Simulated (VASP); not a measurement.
# Hf in VASP: single point with PBE+D3(BJ)

Aim: the single point of Hf with PBE+D3(BJ).

Everything below comes from runs of VASP 6.6.1. Logs are shortened: lines on timing, memory, paths and dates and some standing lists are left out, and cuts for length are marked.

**1. The cell of the first run**

The cell holds a slab with vacuum, 3 atoms: a = 3.174 Å, b = 3.174 Å, c = 21.907 Å, α = 90.00°, β = 90.00°, γ = 120.00°.

**2. Single point, PBE+D3(BJ)**

Input file INCAR:

```
PREC = Accurate ; ENCUT = 400
EDIFF = 1E-6 ; ISMEAR = 1
SIGMA = 0.1 ; LREAL = False
LASPH = True ; NELM = 120
ALGO = Normal ; ISIF = 2
LWAVE = False ; LCHARG = False
LDIPOL = True ; IDIPOL = 3
DIPOL = 0.5 0.5 0.432 ; GGA = PE
IVDW = 12 ; NBANDS = 22
GGA_COMPAT = False ; NELMDL = -8
```

Input file KPOINTS:

```
Automatic mesh
0
Gamma
  12 12 1
```

Input file POSCAR:

```
Hf
1.0
    3.1743096654      0.0000000000      0.0000000000
   -1.5871548327      2.7490328097      0.0000000000
    0.0000000000      0.0000000000     21.9067976069
Hf
3
Direct
    0.6666666667      0.3333333333      0.3195355216
    0.3333333333      0.6666666667      0.4275194295
    0.6666666667      0.3333333333      0.5492553393
```

Potentials or basis: VASP PAW PBE potentials, release 64 (Hf_pv).

On the command line:

```bash
cat potpaw_PBE.64/Hf_pv/POTCAR > POTCAR
mpirun -np 1 vasp_std > vasp.out
```

OUTCAR:

```text
PREC = Accurate
   ENCUT = 400
   EDIFF = 1E-6
   ISMEAR = 1
   LREAL = False
   LASPH = True
   NELM = 120
   ISIF = 2
   GGA = PE
   IVDW = 12
   NELMDL = -8
 IVDW          = 12

 ion  position               nearest neighbor table
   1  0.667  0.333  0.320-   2 2.99   2 2.99   2 2.99
   2  0.333  0.667  0.428-   1 2.99   1 2.99   1 2.99   3 3.24   3 3.24   3 3.24
   3  0.667  0.333  0.549-   2 3.24   2 3.24   2 3.24

  LATTYP: Found a hexagonal cell.
 ALAT       =     3.1743096654
 C/A-ratio  =     6.9012793067

  Lattice vectors:

 A1 = (   3.1743096654,   0.0000000000,   0.0000000000)
 A2 = (  -1.5871548327,   2.7490328097,   0.0000000000)
 A3 = (   0.0000000000,   0.0000000000,  21.9067976069)

Analysis of symmetry for initial positions (statically):
=====================================================================
 Subroutine PRICEL returns:
 Original cell was already a primitive cell.

 Routine SETGRP: Setting up the symmetry group for a
 hexagonal supercell.

 Subroutine GETGRP returns: Found  6 space group operations
 (whereof  6 operations were pure point group operations)
 out of a pool of 24 trial point group operations.

The static configuration has the point symmetry C_3v.

Analysis of symmetry for dynamics (positions and initial velocities):
=====================================================================
 Subroutine PRICEL returns:
 Original cell was already a primitive cell.

 Routine SETGRP: Setting up the symmetry group for a
 hexagonal supercell.

 Subroutine GETGRP returns: Found  6 space group operations
 (whereof  6 operations were pure point group operations)
 out of a pool of 24 trial point group operations.

The dynamic configuration has the point symmetry C_3v.

 Subroutine INISYM returns: Found  6 space group operations
 (whereof  6 operations are pure point group operations),
 and found     1 'primitive' translations

----------------------------------------------------------------------------------------

                                     Primitive cell

  volume of cell :     191.1649

  direct lattice vectors                    reciprocal lattice vectors
     3.174309665  0.000000000  0.000000000     0.315029126  0.181882151  0.000000000
    -1.587154833  2.749032810  0.000000000     0.000000000  0.363764302  0.000000000
     0.000000000  0.000000000 21.906797607     0.000000000  0.000000000  0.045647932

  length of vectors
     3.174309665  3.174309665 21.906797607     0.363764302  0.363764302  0.045647932

  position of ions in fractional coordinates (direct lattice)
     0.666666667  0.333333333  0.319535522
     0.333333333  0.666666667  0.427519430
     0.666666667  0.333333333  0.549255339

  ion indices of the primitive-cell ions
   primitive index   ion index
                 1           1
                 2           2
                 3           3

----------------------------------------------------------------------------------------

 KPOINTS: Automatic mesh

Automatic generation of k-mesh.
 Grid dimensions read from file:
 generate k-points for:   12   12    1

 Generating k-lattice:

  Cartesian coordinates                     Fractional coordinates (reciprocal lattice)
     0.026252427  0.015156846  0.000000000     0.083333333  0.000000000  0.000000000
     0.000000000  0.030313692  0.000000000     0.000000000  0.083333333  0.000000000
     0.000000000  0.000000000  0.045647932     0.000000000  0.000000000  1.000000000

  Length of vectors
     0.030313692  0.030313692  0.045647932

  Shift w.r.t. Gamma in fractional coordinates (k-lattice)
     0.000000000  0.000000000  0.000000000

 Subroutine IBZKPT returns following result:
 ===========================================

 Found     19 irreducible k-points:

 Following reciprocal coordinates:
            Coordinates               Weight
  0.000000  0.000000  0.000000      1.000000
  0.083333  0.000000  0.000000      6.000000
  0.166667  0.000000  0.000000      6.000000
  0.250000  0.000000  0.000000      6.000000
  0.333333  0.000000  0.000000      6.000000
  0.416667  0.000000  0.000000      6.000000
[... 11 lines left out ...]
  0.333333  0.250000  0.000000     12.000000
  0.333333  0.333333  0.000000      2.000000
   k-points           NKPTS =     19   k-points in BZ     NKDIM =     19   number of bands    NBANDS=     22
   number of dos      NEDOS =    301   number of ions     NIONS =      3
   total plane-waves  NPLWV =  82944
   dimension x,y,z NGX =    24 NGY =   24 NGZ =  144
   dimension x,y,z NGXF=    48 NGYF=   48 NGZF=  288
   ions per type =               3
   NGX,Y,Z   is equivalent  to a cutoff of  12.57, 12.57, 10.93 a.u.
   NGXF,Y,Z  is equivalent  to a cutoff of  25.14, 25.14, 21.86 a.u.
 SYSTEM =  unknown system
   PREC   = accura    normal or accurate (medium, high low for compatibility)
   ISTART =      0    job   : 0-new  1-cont  2-samecut
   ICHARG =      2    charge: 1-file 2-atom 10-const
   ISPIN  =      1    spin polarized calculation?
   LNONCOLLINEAR =      F non collinear calculations
   LSORBIT =      F    spin-orbit coupling
   LASPH  =      T    aspherical Exc in radial PAW
   ENCUT  =  400.0 eV  29.40 Ry    5.42 a.u.   5.18  5.18 35.72*2*pi/ulx,y,z
   NELM   =    120;   NELMIN=  2; NELMDL= -8     # of ELM steps
   EDIFF  = 0.1E-05   stopping-criterion for ELM
   LREAL  =      F    real-space projection
   EDIFFG = 0.1E-04   stopping-criterion for IOM
   NSW    =      0    number of steps for IOM
   IBRION =     -1    ionic relax: 0-MD 1-quasi-New 2-CG
   NFREE  =      0    steps in history (QN), initial steepest desc. (CG)
   ISIF   =      2    stress and relaxation
   ISYM   =      2    0-nonsym 1-usesym 2-fastsym
   POTIM  = 0.5000    time-step for ionic-motion
   TEBEG  =    0.0;   TEEND  =   0.0 temperature during run
   PSTRESS=    0.0 pullay stress
   NELECT =      30.0000    total number of electrons
   NUPDOWN=      -1.0000    fix difference up-down
   EMIN   =  10.00;   EMAX   =-10.00  energy-range for DOS
   EFERMI =   0.00;   METHOD = LEGACY
   ISMEAR =     1;   SIGMA  =   0.10  broadening in eV -4-tet -1-fermi 0-gaus
   EFERMI_NEDOS =   21; number of points for ismear=-14 and -15
   IALGO  =     38    algorithm
   IMIX   =      4    mixing-type and parameters
     AMIX     =   0.40;   BMIX     =  1.00
     AMIX_MAG =   1.60;   BMIX_MAG =  1.00
  volume/ion in A,a.u.               =      63.72       430.01
  Fermi-wavevector in a.u.,A,eV,Ry     =   0.883038  1.668699 10.609217  0.779755
  Thomas-Fermi vector in A             =   2.003750
   LORBIT       =      0    0 simple, 1 ext, 2 COOP (PROOUT), +10 PAW based schemes
   GGA     = PE    functional components
   LHFCALC =     F    Hartree Fock is set to
   AEXX    =    0.0000 exact exchange contribution
   IVDW    =    12    specifies the selected vdW correction
   LEPSILON=     F    determine dielectric tensor
   LRPA    =     F    only Hartree local field effects (RPA)
 non-spin polarized calculation
 Methfessel and Paxton  Order N= 1 SIGMA  =   0.10
  energy-cutoff  :      400.00
  volume of cell :      191.16
 maximum number of plane-waves:      3498
 NGX is ok and might be reduce to    24
   NGX = 11   NGY = 11   NGZ = 71

 dipolmoment           0.000000      0.000000      0.002565 electrons x Angstroem

 number of electron      30.0000004 magnetization

 dipolmoment           0.000000      0.000000     -0.010400 electrons x Angstroem

 Free energy of the ion-electron system (eV)
  ---------------------------------------------------
  ext. energy  EPLUGINS =         0.00000000
  ---------------------------------------------------
  free energy    TOTEN  =       -27.74603193 eV

  energy without entropy =      -27.74622886  energy(sigma->0) =      -27.74609757

 E-fermi :  -0.9019     XC(G=0):  -4.8595

 val. band max:       -0.9141706049   @ k =   0.4167   0.0833   0.0000
 cond. band min:      -0.8758069187   @ k =   0.5000   0.0000   0.0000
 fundamental gap:      0.0383636862
 Fermi energy:        -0.9019133009

 k-point     1 :       0.0000    0.0000    0.0000
  band No.  band energies     occupation
      1     -31.9191      2.00000
      2     -31.7759      2.00000
      3     -31.3786      2.00000
      4     -31.3786      2.00000
      5     -31.2431      2.00000
      6     -31.2431      2.00000
[... 14 lines left out ...]
     21       0.8573     -0.00000
     22       0.8573     -0.00000

 k-point     2 :       0.0833    0.0000    0.0000
  band No.  band energies     occupation
      1     -31.9082      2.00000
      2     -31.7716      2.00000
      3     -31.4201      2.00000
      4     -31.3881      2.00000
      5     -31.2929      2.00000
      6     -31.2535      2.00000
[... 14 lines left out ...]
     21       0.8239     -0.00000
     22       1.0329     -0.00000

 k-point     3 :       0.1667    0.0000    0.0000
  band No.  band energies     occupation
      1     -31.8790      2.00000
      2     -31.7611      2.00000
      3     -31.5311      2.00000
      4     -31.4162      2.00000
      5     -31.4140      2.00000
      6     -31.2820      2.00000
[... 14 lines left out ...]
     21       1.0803     -0.00000
     22       1.5465      0.00000
[... 351 lines left out ...]
 k-point    18 :       0.3333    0.2500    0.0000
  band No.  band energies     occupation
      1     -31.8681      2.00000
      2     -31.7882      2.00000
      3     -31.7702      2.00000
      4     -31.6946      2.00000
      5     -31.6731      2.00000
      6     -31.5962      2.00000
[... 14 lines left out ...]
     21       2.6016      0.00000
     22       3.0062      0.00000

 k-point    19 :       0.3333    0.3333    0.0000
  band No.  band energies     occupation
      1     -31.8046      2.00000
      2     -31.7912      2.00000
      3     -31.7766      2.00000
      4     -31.7098      2.00000
      5     -31.6824      2.00000
      6     -31.6637      2.00000
[... 14 lines left out ...]
     21       2.6571      0.00000
     22       3.3404      0.00000

------------------------ aborting loop because EDIFF is reached ----------------------------------------

 vacuum level on the upper side and lower side of the slab       (xc-potential included)        -0.110         0.099

 Edisp (eV)   -0.88719

 E8    (eV) :    -0.4950

  FORCE on cell =-STRESS in cart. coord.  units (eV):
  Direction    XX          YY          ZZ          XY          YZ          ZX
  --------------------------------------------------------------------------------------
  -------------------------------------------------------------------------------------
  Total      -2.89646    -2.89646    -1.40400    -0.00000    -0.00000     0.00000
  in kB     -24.27564   -24.27564   -11.76706    -0.00000    -0.00000     0.00000
  external pressure =      -20.11 kB  Pullay stress =        0.00 kB

 VOLUME and BASIS-vectors are now :
 -----------------------------------------------------------------------------
  energy-cutoff  :      400.00
  volume of cell :      191.16
      direct lattice vectors                 reciprocal lattice vectors
     3.174309665  0.000000000  0.000000000     0.315029126  0.181882151  0.000000000
    -1.587154833  2.749032810  0.000000000     0.000000000  0.363764302  0.000000000
     0.000000000  0.000000000 21.906797607     0.000000000  0.000000000  0.045647932

 POSITION                                       TOTAL-FORCE (eV/Angst)
 -----------------------------------------------------------------------------------
      1.58715      0.91634      7.00000         0.000000     -0.000000     -0.140340
     -0.00000      1.83269      9.36558        -0.000000      0.000000      0.769809
      1.58715      0.91634     12.03243         0.000000     -0.000000     -0.629468
 -----------------------------------------------------------------------------------
    total drift:                               -0.000000      0.000000     -0.002087

  FREE ENERGIE OF THE ION-ELECTRON SYSTEM (eV)
  ---------------------------------------------------
  free  energy   TOTEN  =       -28.6332181008 eV

  energy  without entropy=      -28.6334150299  energy(sigma->0) =      -28.63328374

 vacuum level on the upper side and lower side of the slab         3.191         3.404
```

Wall time 81 s (1 thread of Intel Xeon 6975P-C (Granite Rapids), shared host); peak memory 0.28 GiB.

Results:

| Item | Value |
| --- | --- |
| Free energy | -28.6332 eV |
| Largest force | 0.770 eV/Å |
| Band gap on the k mesh | zero (bands 15 and 16 overlap by 0.84 eV) |
| Dispersion energy per atom | -0.296 eV |

Forces on the atoms (eV/Å):
```
Hf   0.000  0.000 -0.140
Hf   0.000  0.000  0.770
Hf   0.000  0.000 -0.629
```

Caveat: spin-orbit coupling is left out, which moves the levels of the heavy elements.
